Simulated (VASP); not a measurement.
# CaF2 (Fm-3m) in VASP: further runs, part 2 of 2

VASP 6.6.1.

**4. Single point, LDA (13.85 Å³/atom)**

This run uses another cell than the first one, of 13.85 Å³/atom.

The input, INCAR:

```
PREC     = Accurate       # precision mode
ENCUT    = 600            # plane-wave cutoff, eV
EDIFF    = 1E-6           # SCF threshold, eV
ISMEAR   = -1             # smearing method
SIGMA    = 0.03           # smearing width, eV
LREAL    = F              # projectors in reciprocal space
LASPH    = T              # aspherical terms in the spheres
NELM     = 120            # most SCF steps
ALGO     = Normal         # electronic algorithm
ISIF     = 2              # what is computed and relaxed
LWAVE    = F              # write WAVECAR
LCHARG   = F              # write CHGCAR
NBANDS   = 19             # bands
GGA_COMPAT= F
```

The input, KPOINTS:

```
regular mesh
0
Gamma
  10 10 10
```

The input, POSCAR:

```
CaF2
1.0
    0.0000000000      2.7493382755      2.7493382755
    2.7493382755      0.0000000000      2.7493382755
    2.7493382755      2.7493382755      0.0000000000
Ca F
1 2
Direct
    0.0000000000      0.0000000000      0.0000000000
    0.2500000000      0.2500000000      0.2500000000
    0.7500000000      0.7500000000      0.7500000000
```

Potentials or basis: VASP PAW LDA potentials, release 64 (Ca_sv, F).

Command:

```bash
$ cat potpaw_LDA.64/Ca_sv/POTCAR potpaw_LDA.64/F/POTCAR > POTCAR
$ mpirun -np 1 vasp_std > vasp.out
```

OUTCAR:

```text
PREC = Accurate
   ENCUT = 600
   EDIFF = 1E-6
   ISMEAR = -1
   LREAL = F
   LASPH = T
   NELM = 120
   ISIF = 2

 ion  position               nearest neighbor table
   1  0.000  0.000  0.000-   3 2.38   3 2.38   3 2.38   2 2.38   3 2.38   2 2.38   2 2.38   2 2.38

   2  0.250  0.250  0.250-   1 2.38   1 2.38   1 2.38   1 2.38
   3  0.750  0.750  0.750-   1 2.38   1 2.38   1 2.38   1 2.38

  LATTYP: Found a face centered cubic cell.
 ALAT       =     5.4986765510

  Lattice vectors:

[... 192 lines left out ...]
      5     -18.2357      2.00000
      6     -18.2357      2.00000
[... 505 lines left out ...]
      6     -17.6872      2.00000
[... 11 lines left out ...]
     18       9.6239      0.00000
     19      13.8725      0.00000

 [... further k-points ...]
[... 5 lines left out ...]
  --------------------------------------------------------------------------------------
  -------------------------------------------------------------------------------------
  Total       -1.9578239     -1.9578239     -1.9578239     -0.0000000     -0.0000000     -0.0000000
  in kB      -75.4691882    -75.4691882    -75.4691882     -0.0000000     -0.0000000     -0.0000000
  external PRESSURE =     -75.4691882 kB  Pullay stress =       0.0000000 kB

 VOLUME and BASIS-vectors are now :
 -----------------------------------------------------------------------------
  energy-cutoff  :      600.00
  volume of cell :       41.56
      direct lattice vectors                 reciprocal lattice vectors
     0.000000000  2.749338275  2.749338275    -0.181861943  0.181861943  0.181861943
     2.749338275  0.000000000  2.749338275     0.181861943 -0.181861943  0.181861943
     2.749338275  2.749338275  0.000000000     0.181861943  0.181861943 -0.181861943

 POSITION                                       TOTAL-FORCE (eV/Angst)
 -----------------------------------------------------------------------------------
      0.00000      0.00000      0.00000         0.000000      0.000000     -0.000000
      1.37467      1.37467      1.37467         0.000000      0.000000      0.000000
      4.12401      4.12401      4.12401        -0.000000     -0.000000     -0.000000
 -----------------------------------------------------------------------------------
    total drift:                                0.000000     -0.000000      0.000000

  FREE ENERGIE OF THE ION-ELECTRON SYSTEM (eV)
  ---------------------------------------------------
  free  energy   TOTEN  =       -18.9287458885 eV

  energy  without entropy=      -18.9287458885  energy(sigma->0) =      -18.92874589
```

OSZICAR:

```text
N       E                     dE             d eps       ncg     rms          rms(c)
DAV:   1     0.222795368982E+03    0.22280E+03   -0.14538E+04  1786   0.143E+03
DAV:   2    -0.817543648327E+01   -0.23097E+03   -0.22383E+03  2118   0.361E+02
DAV:   3    -0.198308866987E+02   -0.11655E+02   -0.11599E+02  2042   0.847E+01
DAV:   4    -0.202087101689E+02   -0.37782E+00   -0.37698E+00  2801   0.123E+01
DAV:   5    -0.202117626235E+02   -0.30525E-02   -0.30524E-02  2011   0.120E+00    0.772E+00
DAV:   6    -0.189929809522E+02    0.12188E+01   -0.50885E+00  1918   0.154E+01    0.309E+00
DAV:   7    -0.189485541775E+02    0.44427E-01   -0.12812E-01  2026   0.358E+00    0.171E+00
DAV:   8    -0.189282134061E+02    0.20341E-01   -0.34583E-02  2079   0.207E+00    0.209E-01
DAV:   9    -0.189285080361E+02   -0.29463E-03   -0.46211E-03  2258   0.501E-01    0.103E-01
DAV:  10    -0.189287478917E+02   -0.23986E-03   -0.69200E-04  2016   0.218E-01    0.175E-02
DAV:  11    -0.189287485898E+02   -0.69802E-06   -0.61624E-05  2082   0.648E-02    0.127E-02
DAV:  12    -0.189287457442E+02    0.28456E-05   -0.12051E-05  2394   0.345E-02    0.207E-03
DAV:  13    -0.189287458885E+02   -0.14433E-06   -0.12917E-06  1619   0.109E-02
   1 F= -.18928746E+02 E0= -.18928746E+02  d E =-.402384E-11
```

It took 20 s on 1 thread of Intel Xeon Platinum 8559C (Emerald Rapids), shared host; peak memory 0.17 GiB.

Results:

```yaml
Free_energy: -18.9287 eV
Pressure: -7.5 GPa
Band_gap_on_the_k_mesh: 6.79 eV (least direct gap 7.05 eV)
```

Caveat: the cell stands under tension.

**5. The runs side by side**

```tsv
cell	gap on the mesh (eV)	pressure (GPa)
a = 3.810 Å, angles 60.0°, 3 atoms	7.14	-2.9
a = 3.850 Å, angles 60.0°, 3 atoms	6.96	-5.4
a = 3.888 Å, angles 60.0°, 3 atoms	6.79	-7.5
```

Alike in all rows: task single point; level LDA; potentials or basis VASP PAW LDA potentials, release 64 (Ca_sv, F); no spin polarisation; k mesh 10 × 10 × 10; cutoff (eV) 600; smearing fermi-dirac 0.03 eV.

Caveats: the cell stands under tension (at least some runs).

Total energies depend on the potentials used, so only differences within one code and one set of settings carry meaning.
